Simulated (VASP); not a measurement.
Write the native input for VASP 6.6.1 that does the following.

```yaml
Task: single point
Functional: PBEsol
Potentials_or_basis: VASP PAW PBE potentials, release 64 (Bi_d)
Cutoff: 500 eV
k_mesh: 17 × 17 × 17
Occupations: fermi-dirac, width 0.08 eV
Spin: no spin polarisation
Dipole_correction: no
Further_INCAR_settings: ALGO = Normal; EDIFF = 1e-06; NBANDS = 14
```

The structure of Bi lies in POSCAR:

```
Bi
1.0
    0.0000000000      1.8637263473      1.8637263473
    1.8637263473      0.0000000000      1.8637263473
    1.8637263473      1.8637263473      0.0000000000
Bi
1
Direct
    0.0000000000      0.0000000000      0.0000000000
```

This isn't the form of Bi at room conditions, which is rhombohedral.

One way to write it, as run:

INCAR

```
PREC = Accurate ; ENCUT = 500
EDIFF = 1E-6 ; ISMEAR = -1
SIGMA = 0.08 ; LREAL = False
LASPH = True ; NELM = 120
ALGO = Normal ; ISIF = 2
LWAVE = False ; LCHARG = True
GGA = PS ; LELF = True
LVHAR = True ; NBANDS = 14
GGA_COMPAT = False
```

KPOINTS

```
regular mesh
0
Gamma
  17 17 17
```

Potentials or basis: VASP PAW PBE potentials, release 64 (Bi_d).

Launch:

```console
$ cat potpaw_PBE.64/Bi_d/POTCAR > POTCAR
$ mpirun -np 1 vasp_std > vasp.out
```

Results of the run:

```
Pressure               : 364.6 GPa
Band gap on the k mesh : zero (an odd number of electrons rules out a gap without spin polarisation)
```

Caveat: the cell stands under pressure; the PAW data sets were made with another functional, which shifts forces and pressure a little; spin-orbit coupling is left out, which moves the levels of the heavy elements.

Run time: 28 s on 1 thread of Intel(R) Xeon(R) Platinum 8259CL CPU @ 2.50GHz (Skylake/Cascade Lake), on a shared host, peak memory 0.14 GiB.
